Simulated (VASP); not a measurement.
**Na: single point with r2SCAN**

Crystal: Na.

```
CELL_PARAMETERS angstrom
6.02097 0.00000 0.00000
-3.01049 5.21431 0.00000
0.00000 0.00000 3.63436
ATOMIC_POSITIONS crystal
Na 0.00000 0.00000 0.00000
Na 0.33333 0.66667 0.50000
Na 0.66667 0.33333 0.50000
```

```json
{
 "Program": "VASP 6.6.1",
 "Task": "single point",
 "Functional": "r2SCAN",
 "Potentials or basis": "VASP PAW PBE potentials, release 64 (Na_pv)",
 "Cutoff": "520 eV",
 "k mesh": "9 × 9 × 12",
 "Occupations": "gaussian, width 0.1 eV",
 "Spin": "no spin polarisation",
 "Dipole correction": "no",
 "Further INCAR settings": "ALGO = Normal; EDIFF = 1e-06; NBANDS = 18"
}
```

```yaml
Pressure: -0.1 GPa
```

Stress tensor (GPa, compression positive):
```
-0.15  0.00  0.00
 0.00 -0.15  0.00
 0.00  0.00 -0.02
```

Levels at points of the mesh, in eV from the Fermi level:
| k point | band 7 | band 8 | band 9 | band 10 | band 11 | band 12 | band 13 | band 14 |
| --- | --- | --- | --- | --- | --- | --- | --- | --- |
| (0.00, 0.00, 0.00) | -26.02 | -26.02 | -26.01 | -3.47 | 2.02 | 2.02 | 2.03 | 2.03 |
| (0.00, 0.00, 0.50) | -26.04 | -26.02 | -26.02 | -0.44 | -0.38 | 4.62 | 4.62 | 4.79 |

It took 5.4 min on 1 thread of Intel Xeon 6975P-C, with other jobs on the host, peak memory 0.32 GiB.

Caveat: the PAW data sets were made with another functional, which shifts forces and pressure a little.
